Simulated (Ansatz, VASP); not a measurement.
**GdO in VASP and in Ansatz**

Contents of INCAR:

```
PREC = Accurate
ENCUT = 520
EDIFF = 1E-6
ISMEAR = -1
SIGMA = 0.05
LREAL = False
LASPH = True
NELM = 150
ALGO = Normal
ISIF = 2
LWAVE = False
LCHARG = True
ISPIN = 2
MAGMOM = 7 0
LORBIT = 11
LMAXMIX = 6
GGA = PE
LELF = True
LVHAR = True
NBANDS = 23
```

Contents of KPOINTS:

```
regular mesh
0
Gamma
  7 7 7
```

Contents of POSCAR:

```
GdO
1.0
    0.0000000000      2.7000000000      2.7000000000
    2.7000000000      0.0000000000      2.7000000000
    2.7000000000      2.7000000000      0.0000000000
Gd O
1 1
Direct
    0.0000000000      0.0000000000      0.0000000000
    0.2500000000      0.2500000000      0.2500000000
```

Contents of input.yaml:

```yaml
crystal:
  lattice:
    - [0.0, 2.7, 2.7]
    - [2.7, 0.0, 2.7]
    - [2.7, 2.7, 0.0]
  atoms:
    - { symbol: Gd, position: [0.0, 0.0, 0.0], spin: 7.0 }
    - { symbol: O, position: [0.25, 0.25, 0.25] }
hamiltonian:
  xc: pbe
  pseudopotentials: { kind: paw }
magnetization:
  spin_polarized: true
kpoints:
  mp_grid: { grid: [7, 7, 7] }
  band_path:
    path:
      - [[0.0, 0.0, 0.0], [0.5, 0.0, 0.5], [0.5, 0.25, 0.75], [0.375, 0.375, 0.75], [0.0, 0.0, 0.0], [0.5, 0.5, 0.5], [0.625, 0.25, 0.625], [0.5, 0.25, 0.75], [0.5, 0.5, 0.5], [0.375, 0.375, 0.75]]
      - [[0.625, 0.25, 0.625], [0.5, 0.0, 0.5]]
    npoints: 14
scf:
  occupations: { method: fermi_dirac, width: 0.05 }
  n_extra_bands: 6
output:
  forces: true
  stress: true
  eigenvalues: true
  fatbands: false
  write_density: true
  write_potential: true
  elf: true
  volumetric_format: npy
```

Alike in both runs: functional PBE; k mesh 7 × 7 × 7; occupations fermi-dirac, width 0.05 eV; collinear spin.

|  | VASP | Ansatz |
| --- | --- | --- |
| version | VASP 6.6.1 | Ansatz 0.2.0 |
| potentials or method | VASP PAW PBE potentials, release 64 (Gd, O) | Ansatz PAW |
| plane-wave cutoff (eV) | 520 | 420 |
| valence electrons in the cell | 24 | 24 |
| task | single point | band structure |

VASP gave:

```
gap on the k mesh at the Fermi level (eV)                     : none
pressure (GPa)                                                : -0.4
net moment per atom (μB)                                      : 3.78
size of the moment on the site where the two differ most (μB) : 6.87
```

Question: What did Ansatz give for the same quantities?

Answer: gap on the k mesh at the Fermi level (eV): none; pressure (GPa): -0.6; net moment per atom (μB): 3.77; size of the moment on the site where the two differ most (μB): 6.82.

Site moments also hang on the region over which each program counts them. A gap of «none» marks a metal or a gap that the smearing closes.

Neither program's run includes spin-orbit coupling.
